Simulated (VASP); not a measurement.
# Pt (P6/mmm) in VASP: density of states with PBE

Aim: the density of states of Pt with PBE.

All numbers are computed with VASP 6.6.1; they aren't measurements. Logs are shortened: lines on timing, memory, paths and dates and some standing lists are left out, and cuts for length are marked.

## (1) The cell of the first run

It takes space group P6/mmm (No. 191, hexagonal). Conventional cell: a = 4.533 Å, b = 4.533 Å, c = 2.701 Å, α = 90.00°, β = 90.00°, γ = 120.00°. Pt (site symmetry 6/mmm) has 14 Pt at 2.70 to 2.95 Å within 3.6 Å. Within 3.5 Å of Pt (site symmetry -6m2) lie 11 Pt at 2.62 to 2.95 Å.

## (2) Density of states, PBE

Input file POSCAR:

```
Pt
1.0
    4.5334300498      0.0000000000      0.0000000000
   -2.2667150249      3.9260655894      0.0000000000
    0.0000000000      0.0000000000      2.7013626256
Pt
3
Direct
    0.0000000000      0.0000000000      0.0000000000
    0.3333333333      0.6666666667      0.5000000000
    0.6666666667      0.3333333333      0.5000000000
```

Input file INCAR.step1:

```
SYSTEM = Pt
PREC = Accurate ; ENCUT = 520
EDIFF = 1E-6 ; ISMEAR = -1
SIGMA = 0.08 ; LREAL = .False.
LASPH = .True. ; NELM = 80
ALGO = Normal ; ISIF = 2
LWAVE = .False. ; LCHARG = .True.
LMAXMIX = 4 ; GGA = PE
NBANDS = 22
```

Input file KPOINTS.step1:

```
Automatic mesh
0
Gamma
  9 9 12
  0 0 0
```

Input file INCAR.step2:

```
SYSTEM = Pt
PREC = Accurate ; ENCUT = 520
EDIFF = 1E-6 ; ISMEAR = -5
SIGMA = 0.08 ; LREAL = .False.
LASPH = .True. ; NELM = 80
ALGO = Normal ; ISIF = 2
LWAVE = .False. ; LCHARG = .False.
LMAXMIX = 4 ; GGA = PE
LORBIT = 11 ; NEDOS = 2001
ICHARG = 11
```

Input file KPOINTS.step2:

```
Automatic mesh
0
Gamma
  14 14 18
  0 0 0
```

Potentials or basis: VASP PAW PBE potentials, release 64 (Pt).

The run is started by

```console
cat potpaw_PBE.64/Pt/POTCAR > POTCAR
cp INCAR.step1 INCAR
cp KPOINTS.step1 KPOINTS
mpirun -np 1 vasp_std > vasp.out
cp INCAR.step2 INCAR
cp KPOINTS.step2 KPOINTS
mpirun -np 1 vasp_std > vasp.out
```

OUTCAR:

```text
SYSTEM = Pt
   PREC = Accurate
   ENCUT = 520
   EDIFF = 1E-6
   ISMEAR = -5
   LREAL = .False.
   LASPH = .True.
   NELM = 80
   ISIF = 2
   GGA = PE
   LORBIT = 11
   ICHARG = 11

 ion  position               nearest neighbor table
   1  0.000  0.000  0.000-   2 2.95   3 2.95   2 2.95   3 2.95   2 2.95   2 2.95   3 2.95   3 2.95
                             3 2.95   3 2.95   2 2.95   2 2.95
   2  0.333  0.667  0.500-   3 2.62   3 2.62   3 2.62   1 2.95   1 2.95   1 2.95   1 2.95   1 2.95
                             1 2.95
   3  0.667  0.333  0.500-   2 2.62   2 2.62   2 2.62   1 2.95   1 2.95   1 2.95   1 2.95   1 2.95
                             1 2.95

  LATTYP: Found a hexagonal cell.
 ALAT       =     4.5334300498
 C/A-ratio  =     0.5958761017

  Lattice vectors:

 A1 = (   4.5334300498,   0.0000000000,   0.0000000000)
 A2 = (  -2.2667150249,   3.9260655894,   0.0000000000)
 A3 = (   0.0000000000,   0.0000000000,   2.7013626256)

Analysis of symmetry for initial positions (statically):
=====================================================================
 Subroutine PRICEL returns:
 Original cell was already a primitive cell.

 Routine SETGRP: Setting up the symmetry group for a
 hexagonal supercell.

 Subroutine GETGRP returns: Found 24 space group operations
 (whereof 24 operations were pure point group operations)
 out of a pool of 24 trial point group operations.

The static configuration has the point symmetry D_6h.

Analysis of symmetry for dynamics (positions and initial velocities):
=====================================================================
 Subroutine PRICEL returns:
 Original cell was already a primitive cell.

 Routine SETGRP: Setting up the symmetry group for a
 hexagonal supercell.

 Subroutine GETGRP returns: Found 24 space group operations
 (whereof 24 operations were pure point group operations)
 out of a pool of 24 trial point group operations.

The dynamic configuration has the point symmetry D_6h.

 Subroutine INISYM returns: Found 24 space group operations
 (whereof 24 operations are pure point group operations),
 and found     1 'primitive' translations

----------------------------------------------------------------------------------------

                                     Primitive cell

  volume of cell :      48.0803

  direct lattice vectors                    reciprocal lattice vectors
     4.533430050  0.000000000  0.000000000     0.220583529  0.127353960  0.000000000
    -2.266715025  3.926065589  0.000000000     0.000000000  0.254707920  0.000000000
     0.000000000  0.000000000  2.701362626     0.000000000  0.000000000  0.370183548

  length of vectors
     4.533430050  4.533430050  2.701362626     0.254707920  0.254707920  0.370183548

  position of ions in fractional coordinates (direct lattice)
     0.000000000  0.000000000  0.000000000
     0.333333333  0.666666667  0.500000000
     0.666666667  0.333333333  0.500000000

  ion indices of the primitive-cell ions
   primitive index   ion index
                 1           1
                 2           2
                 3           3

----------------------------------------------------------------------------------------

 KPOINTS: Automatic mesh

Automatic generation of k-mesh.
 Grid dimensions read from file:
 generate k-points for:   14   14   18

 Generating k-lattice:

  Cartesian coordinates                     Fractional coordinates (reciprocal lattice)
     0.015755966  0.009096711  0.000000000     0.071428571  0.000000000  0.000000000
     0.000000000  0.018193423  0.000000000     0.000000000  0.071428571  0.000000000
     0.000000000  0.000000000  0.020565753     0.000000000  0.000000000  0.055555556

  Length of vectors
     0.018193423  0.018193423  0.020565753

  Shift w.r.t. Gamma in fractional coordinates (k-lattice)
     0.000000000  0.000000000  0.000000000

 TETIRR: Found   3654 inequivalent tetrahedra from    21168

 Subroutine IBZKPT returns following result:
 ===========================================

 Found    240 irreducible k-points:

 Following reciprocal coordinates:
            Coordinates               Weight
  0.000000  0.000000  0.000000      1.000000
  0.071429  0.000000  0.000000      6.000000
  0.142857  0.000000  0.000000      6.000000
  0.214286 -0.000000  0.000000      6.000000
  0.285714 -0.000000  0.000000      6.000000
  0.357143 -0.000000  0.000000      6.000000
[... 16 lines left out ...]
  0.285714  0.285714  0.000000      6.000000
  0.357143  0.285714  0.000000      6.000000
 [... further k-points ...]
   k-points           NKPTS =    240   k-points in BZ     NKDIM =    240   number of bands    NBANDS=     19
   number of dos      NEDOS =   2001   number of ions     NIONS =      3
   total plane-waves  NPLWV =  25920
   dimension x,y,z NGX =    36 NGY =   36 NGZ =   20
   dimension x,y,z NGXF=    72 NGYF=   72 NGZF=   40
   ions per type =               3
   NGX,Y,Z   is equivalent  to a cutoff of  13.20, 13.20, 12.31 a.u.
   NGXF,Y,Z  is equivalent  to a cutoff of  26.40, 26.40, 24.62 a.u.
 SYSTEM =  Pt
   PREC   = accura    normal or accurate (medium, high low for compatibility)
   ISTART =      0    job   : 0-new  1-cont  2-samecut
   ICHARG =     11    charge: 1-file 2-atom 10-const
   ISPIN  =      1    spin polarized calculation?
   LNONCOLLINEAR =      F non collinear calculations
   LSORBIT =      F    spin-orbit coupling
   LASPH  =      T    aspherical Exc in radial PAW
   ENCUT  =  520.0 eV  38.22 Ry    6.18 a.u.   8.43  8.43  5.02*2*pi/ulx,y,z
   NELM   =     80;   NELMIN=  2; NELMDL=  0     # of ELM steps
   EDIFF  = 0.1E-05   stopping-criterion for ELM
   LREAL  =      F    real-space projection
   EDIFFG = 0.1E-04   stopping-criterion for IOM
   NSW    =      0    number of steps for IOM
   IBRION =     -1    ionic relax: 0-MD 1-quasi-New 2-CG
   NFREE  =      0    steps in history (QN), initial steepest desc. (CG)
   ISIF   =      2    stress and relaxation
   ISYM   =      2    0-nonsym 1-usesym 2-fastsym
   POTIM  = 0.5000    time-step for ionic-motion
   TEBEG  =    0.0;   TEEND  =   0.0 temperature during run
   PSTRESS=    0.0 pullay stress
   NELECT =      30.0000    total number of electrons
   NUPDOWN=      -1.0000    fix difference up-down
   EMIN   =  10.00;   EMAX   =-10.00  energy-range for DOS
   EFERMI =   0.00;   METHOD = LEGACY
   ISMEAR =    -5;   SIGMA  =   0.08  broadening in eV -4-tet -1-fermi 0-gaus
   EFERMI_NEDOS =   21; number of points for ismear=-14 and -15
   IALGO  =     38    algorithm
   IMIX   =      4    mixing-type and parameters
     AMIX     =   0.40;   BMIX     =  1.00
     AMIX_MAG =   1.60;   BMIX_MAG =  1.00
  volume/ion in A,a.u.               =      16.03       108.15
  Fermi-wavevector in a.u.,A,eV,Ry     =   1.398920  2.643575 26.626281  1.956976
  Thomas-Fermi vector in A             =   2.522030
   LORBIT       =     11    0 simple, 1 ext, 2 COOP (PROOUT), +10 PAW based schemes
   GGA     = PE    functional components
   LHFCALC =     F    Hartree Fock is set to
   AEXX    =    0.0000 exact exchange contribution
   IVDW    =     0    specifies the selected vdW correction
   LEPSILON=     F    determine dielectric tensor
   LRPA    =     F    only Hartree local field effects (RPA)
 non-spin polarized calculation
 Fermi weights with tetrahedron method with Bloechl corrections
  energy-cutoff  :      520.00
  volume of cell :       48.08
 maximum number of plane-waves:      1318
 NGX is ok and might be reduce to    36

 number of electron      30.0000002 magnetization

 Free energy of the ion-electron system (eV)
  ---------------------------------------------------
  ext. energy  EPLUGINS =         0.00000000
  ---------------------------------------------------
  free energy    TOTEN  =       -17.85249189 eV

  energy without entropy =      -17.85249189  energy(sigma->0) =      -17.85249189

 E-fermi :  10.0674     XC(G=0): -13.1122

 val. band max:       10.0906095569   @ k =   0.3571   0.2857   0.5000
 cond. band min:      10.0301310097   @ k =   0.3571   0.2857   0.0000
 fundamental gap:     -0.0604785471
 Fermi energy:        10.0673659363

 k-point     1 :       0.0000    0.0000    0.0000
  band No.  band energies     occupation
      1       0.5904      2.00000
      2       3.8941      2.00000
      3       5.4022      2.00000
      4       6.0918      2.00000
      5       6.0918      2.00000
      6       6.1240      2.00000
[... 11 lines left out ...]
     18      15.9177      0.00000
     19      17.2915      0.00000

 k-point     2 :       0.0714    0.0000    0.0000
  band No.  band energies     occupation
      1       0.6582      2.00000
      2       3.9110      2.00000
      3       5.3123      2.00000
      4       5.7057      2.00000
      5       5.8244      2.00000
      6       6.1003      2.00000
[... 11 lines left out ...]
     18      15.6527      0.00000
     19      16.2041      0.00000

 k-point     3 :       0.1429    0.0000    0.0000
  band No.  band energies     occupation
      1       0.8585      2.00000
      2       3.9527      2.00000
      3       5.0126      2.00000
      4       5.3873      2.00000
      5       5.6163      2.00000
      6       6.0555      2.00000
[... 11 lines left out ...]
     18      15.1217      0.00000
     19      15.4178      0.00000

 k-point     4 :       0.2143   -0.0000    0.0000
  band No.  band energies     occupation
      1       1.1824      2.00000
      2       3.9761      2.00000
      3       4.6408      2.00000
      4       5.1517      2.00000
      5       5.4814      2.00000
      6       5.9660      2.00000
[... 407 lines left out ...]
     18      10.2292     -0.01332
     19      18.2755      0.00000

 k-point    23 :       0.2857    0.2857    0.0000
  band No.  band energies     occupation
      1       2.9191      2.00000
      2       3.3869      2.00000
      3       3.6452      2.00000
      4       5.1260      2.00000
      5       5.2896      2.00000
      6       5.7101      2.00000
[... 11 lines left out ...]
     18      10.2032     -0.10712
     19      19.4922      0.00000

 k-point    24 :       0.3571    0.2857    0.0000
  band No.  band energies     occupation
      1       3.0171      2.00000
      2       3.4238      2.00000
      3       3.5328      2.00000
      4       5.2208      2.00000
      5       5.2457      2.00000
      6       5.6683      2.00000
[... 11 lines left out ...]
     18      10.0301      0.86694
     19      19.6281      0.00000

 [... further k-points ...]
[... 5 lines left out ...]
  --------------------------------------------------------------------------------------
  -------------------------------------------------------------------------------------
  Total       -0.1915243     -0.1915243      0.0062839      0.0000000     -0.0000000      0.0000000
  in kB       -6.3821531     -6.3821531      0.2093967      0.0000000     -0.0000000      0.0000000
  external PRESSURE =      -4.1849699 kB  Pullay stress =       0.0000000 kB

 VOLUME and BASIS-vectors are now :
 -----------------------------------------------------------------------------
  energy-cutoff  :      520.00
  volume of cell :       48.08
      direct lattice vectors                 reciprocal lattice vectors
     4.533430050  0.000000000  0.000000000     0.220583529  0.127353960  0.000000000
    -2.266715025  3.926065589  0.000000000     0.000000000  0.254707920  0.000000000
     0.000000000  0.000000000  2.701362626     0.000000000  0.000000000  0.370183548

 POSITION                                       TOTAL-FORCE (eV/Angst)
 -----------------------------------------------------------------------------------
      0.00000      0.00000      0.00000         0.000000      0.000000      0.000000
     -0.00000      2.61738      1.35068        -0.000000      0.000000     -0.000000
      2.26672      1.30869      1.35068        -0.000000      0.000000      0.000000
 -----------------------------------------------------------------------------------
    total drift:                               -0.000000      0.000000     -0.000000

  FREE ENERGIE OF THE ION-ELECTRON SYSTEM (eV)
  ---------------------------------------------------
  free  energy   TOTEN  =       -17.8524918908 eV

  energy  without entropy=      -17.8524918908  energy(sigma->0) =      -17.85249189

 total charge

# of ion       s       p       d       tot
------------------------------------------
    1        0.584   0.494   8.035   9.113
    2        0.648   0.561   8.021   9.230
    3        0.648   0.561   8.021   9.230
--------------------------------------------------
tot          1.880   1.617  24.077  27.573
```

It took 68 s on 1 thread of Intel Xeon 6975P-C (Granite Rapids), shared host; peak memory 0.29 GiB.

Results:

```yaml
Valence_electrons_inside_the_program's_atomic_spheres: Pt 9.11, 9.23
```

Caveat: spin-orbit coupling is left out, which moves the levels of the heavy elements; tetrahedron occupations give inexact forces and stress in metals.
